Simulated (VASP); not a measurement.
## Si13Sn3: single point with HSE06

Crystal: Si13Sn3.

```
Si Sn
1.0
    11.27387    0.00000    0.00000
     0.00000   11.27387    0.00000
     0.00000    0.00000   11.27387
Si Sn
52 12
Cartesian
  0.0393 11.0473 0.2129
  11.1473 11.1351 5.5076
  11.1731 5.8485 0.1713
  0.1022 5.7594 5.5438
  5.6527 10.9631 11.2512
  5.6278 11.2304 5.6242
  5.7072 5.8485 11.1218
  5.6872 5.7061 5.6255
  1.2801 1.2399 1.6203
  1.3771 7.1240 1.4889
  1.4531 7.1214 7.0191
  7.0270 1.3909 6.9627
  7.0848 7.0835 1.3914
  7.0275 7.1067 7.0359
  2.9279 2.9515 5.5061
  2.8058 8.3727 0.0458
  2.8428 8.4526 5.6034
  8.3832 2.7097 5.5226
  8.4610 8.4782 0.0115
  8.4494 8.4207 5.6392
  4.2906 4.3059 6.9485
  4.1785 9.7804 1.4292
  4.3533 9.7054 6.9163
  9.9568 4.3571 1.5724
  9.8692 9.7350 1.4955
  9.8198 9.7938 7.0255
  2.7841 11.1873 2.8933
  2.7040 5.8041 2.9203
  2.9661 5.8009 8.3230
  8.5794 11.0880 2.9288
  8.3102 11.1229 8.3350
  8.4920 5.7002 2.8755
  8.3629 5.8507 8.4925
  4.1285 1.2923 4.3329
  4.2226 7.0730 4.2399
  4.2511 7.1613 9.7954
  9.8351 1.3554 4.2079
  9.8951 7.0948 4.2289
  9.8161 7.1049 9.9201
  11.2595 2.8041 2.9085
  0.0022 8.4402 2.8523
  11.2359 8.4170 8.4873
  5.7647 2.9664 8.2732
  5.6345 8.4351 2.8183
  5.6580 8.4376 8.3969
  1.4344 4.2684 4.2050
  1.3828 9.7909 4.2287
  1.3191 9.6709 10.0230
  7.1506 4.3270 4.3262
  6.9709 4.4401 9.7073
  7.0585 9.8171 4.2498
  7.0373 9.7316 9.8074
  1.4336 1.3748 6.7813
  7.0765 1.1629 1.4407
  2.7256 2.7054 0.1421
  8.4277 3.0324 0.0017
  4.2555 4.4941 1.4401
  9.7092 4.3843 6.9069
  2.8140 11.0086 8.4260
  4.4531 1.3832 9.8072
  9.8329 1.1345 9.9227
  11.2465 2.8470 8.4386
  5.6420 2.8055 3.0118
  1.4286 4.5313 9.9111
```

```json
{
  "Program": "VASP 6.6.1",
  "Task": "single point",
  "Functional": "HSE06",
  "Potentials or basis": "VASP PAW PBE potentials, release 64 (Si, Sn_d)",
  "Cutoff": "520 eV",
  "k mesh": "1 × 1 × 1",
  "Occupations": "fermi-dirac, width 0.05 eV",
  "Spin": "no spin polarisation",
  "Dipole correction": "no",
  "Grid for exact exchange (PRECFOCK)": "Fast",
  "Further INCAR settings": "LREAL = Auto; ALGO = Normal; EDIFF = 1e-07; NBANDS = 226",
  "Share of exact exchange": "0.25",
  "Screening parameter": "0.2079 1/Å"
}
```

```json
{
 "Pressure": "0.4 GPa",
 "Largest force": "0.100 eV/Å"
}
```

Forces in eV/Å, atoms in the order of the input:
```
Si  -0.032  0.008 -0.024
Si   0.029 -0.006  0.012
Si   0.058 -0.054 -0.008
Si  -0.042  0.008 -0.002
Si   0.052  0.060  0.017
Si  -0.007 -0.060  0.014
Si  -0.028 -0.047  0.045
Si   0.011 -0.006  0.022
Si   0.044  0.007 -0.064
Si  -0.006 -0.027  0.009
Si  -0.007 -0.034 -0.032
Si   0.003 -0.031 -0.017
Si  -0.011  0.017  0.024
Si  -0.008 -0.026 -0.003
Si  -0.055 -0.012  0.045
Si  -0.030  0.050 -0.010
Si   0.023 -0.009 -0.011
Si   0.038  0.026  0.045
Si   0.005 -0.029  0.017
Si  -0.015  0.019 -0.022
Si   0.023  0.021 -0.003
Si   0.041 -0.029  0.022
Si  -0.022  0.052  0.039
Si  -0.046  0.016 -0.037
Si   0.021  0.059  0.034
Si  -0.004 -0.001 -0.039
Si  -0.026 -0.002  0.024
Si   0.027 -0.009 -0.040
Si  -0.047  0.001  0.019
Si  -0.040 -0.003 -0.051
Si   0.041  0.003  0.029
Si   0.004  0.006  0.029
Si  -0.002 -0.032 -0.036
Si   0.074 -0.005 -0.044
Si   0.007 -0.007  0.007
Si   0.048 -0.062  0.011
Si  -0.029 -0.037 -0.002
Si   0.015 -0.023 -0.006
Si  -0.019  0.001 -0.014
Si  -0.004  0.020 -0.031
Si  -0.010  0.015 -0.001
Si  -0.001  0.000 -0.001
Si  -0.044 -0.015  0.043
Si   0.005  0.004  0.008
Si  -0.007  0.012 -0.035
Si   0.002  0.078  0.005
Si  -0.021  0.029 -0.025
Si   0.018  0.037 -0.031
Si  -0.050  0.008 -0.043
Si   0.029  0.011  0.037
Si   0.009 -0.011  0.012
Si  -0.033  0.043 -0.007
Sn  -0.029  0.006  0.091
Sn  -0.047 -0.007  0.017
Sn   0.015  0.000 -0.006
Sn  -0.012  0.010 -0.012
Sn   0.017 -0.003  0.010
Sn   0.059 -0.013  0.074
Sn   0.002  0.028 -0.028
Sn  -0.034  0.004  0.020
Sn   0.072  0.025 -0.023
Sn   0.026 -0.002 -0.015
Sn   0.008  0.003 -0.034
Sn  -0.056 -0.080 -0.024
```

Stress tensor (GPa, compression positive):
```
 0.30  0.16 -0.09
 0.16  0.58 -0.15
-0.09 -0.15  0.41
```

Levels at points of the mesh, in eV from the Fermi level:
| k point | band 186 | band 187 | band 188 | band 189 | band 190 | band 191 |
| --- | --- | --- | --- | --- | --- | --- |
| (0.00, 0.00, 0.00) | -0.62 | -0.33 | -0.25 | 0.27 | 0.30 | 0.35 |

It took 11 min on 1 × NVIDIA H100 80GB with 1 thread of AMD EPYC 7R13 Processor (Zen 3), on a shared host, peak memory 1.8 GiB.

Caveat: the k points lie up to 0.56 Å⁻¹ apart; the PAW data sets were made with another functional, which shifts forces and pressure a little; spin-orbit coupling is left out, which moves the levels of the heavy elements.
